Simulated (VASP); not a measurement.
Input of a VASP 6.6.1 run:

POSCAR

```
La2AsN
1.0
    4.1977173273      0.0000000000      0.0000000000
    0.0000000000      4.1977173273      0.0000000000
    0.0000000000      0.0000000000      5.9539568466
N La As
1 2 1
Direct
    0.0000000000      0.0000000000      0.0000000000
    0.0000000000      0.0000000000      0.5000000000
    0.5000000000      0.5000000000      0.0000000000
    0.5000000000      0.5000000000      0.5000000000
```

INCAR.step1

```
SYSTEM = La2AsN
  ALGO = Normal
  EDIFF = 1E-5
  ENCUT = 660
  GGA = PE
  GGA_COMPAT = .False.
  ISMEAR = -1
  LASPH = .True.
  LCHARG = .False.
  LMAXMIX = 6
  LREAL = .False.
  LWAVE = .True.
  NBANDS = 24
  NELM = 200
  PREC = Accurate
  SIGMA = 0.02
```

The input INCAR.step2:

```
SYSTEM = La2AsN
  ALGO = Normal
  EDIFF = 1E-6
  ENCUT = 660
  GGA_COMPAT = .False.
  ISIF = 2
  ISMEAR = -1
  ISTART = 1
  LASPH = .True.
  LCHARG = .False.
  LMAXMIX = 6
  LMIXTAU = .True.
  LREAL = .False.
  LWAVE = .False.
  METAGGA = R2SCAN
  NBANDS = 24
  NELM = 200
  PREC = Accurate
  SIGMA = 0.02
```

The input KPOINTS:

```
k-points
0
Gamma
  6 6 4
  0 0 0
```

Potentials or basis: VASP PAW PBE potentials, release 64 (N, La, As).

Launch:

```sh
$ cat potpaw_PBE.64/N/POTCAR potpaw_PBE.64/La/POTCAR potpaw_PBE.64/As/POTCAR > POTCAR
$ cp INCAR.step1 INCAR
$ mpirun -np 1 vasp_std > vasp.out
$ cp INCAR.step2 INCAR
$ mpirun -np 1 vasp_std > vasp.out
```

(1) Predict the pressure.

(2) Estimate the band gap on the k mesh.

## Answers

(1) -4.6 GPa.

(2) 0.10 eV.

Caveat: the cell stands under tension; semilocal functionals underestimate gaps, and a narrow one can read as zero; the PAW data sets were made with another functional, which shifts forces and pressure a little; spin-orbit coupling is left out, which moves the levels of the heavy elements.
